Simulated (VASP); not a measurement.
Input of a VASP 6.6.1 run:

INCAR

```
SYSTEM = Sr
PREC = Accurate
ENCUT = 520
EDIFF = 1E-6
ISMEAR = -1
SIGMA = 0.1
LREAL = .FALSE.
LASPH = .TRUE.
NELM = 60
ALGO = Normal
ISIF = 2
LWAVE = .FALSE.
LCHARG = .FALSE.
GGA = RE
NBANDS = 22
```

File KPOINTS:

```
regular mesh
0
G
  6 6 9
  0 0 0
```

POSCAR

```
Sr
1.0
    7.1353137300      0.0000000000      0.0000000000
   -3.5676568650      6.1793629541      0.0000000000
    0.0000000000      0.0000000000      4.2752163009
Sr
3
Direct
    0.0000000000      1.0000000000      0.0000000000
    0.3333333333      0.6666666667      0.5000000000
    0.6666666667      0.3333333333      0.5000000000
```

Potentials or basis: VASP PAW PBE potentials, release 64 (Sr_sv).

Run with:

```console
$ cat potpaw_PBE.64/Sr_sv/POTCAR > POTCAR
$ mpirun -np 1 vasp_std > vasp.out
```

Question: Predict the band gap on the k mesh.

Answer: Zero (bands 15 and 16 overlap by 0.18 eV).

Question: Estimate the pressure.

Answer: -0.7 GPa.

Caveat: the PAW data sets were made with another functional, which shifts forces and pressure a little.
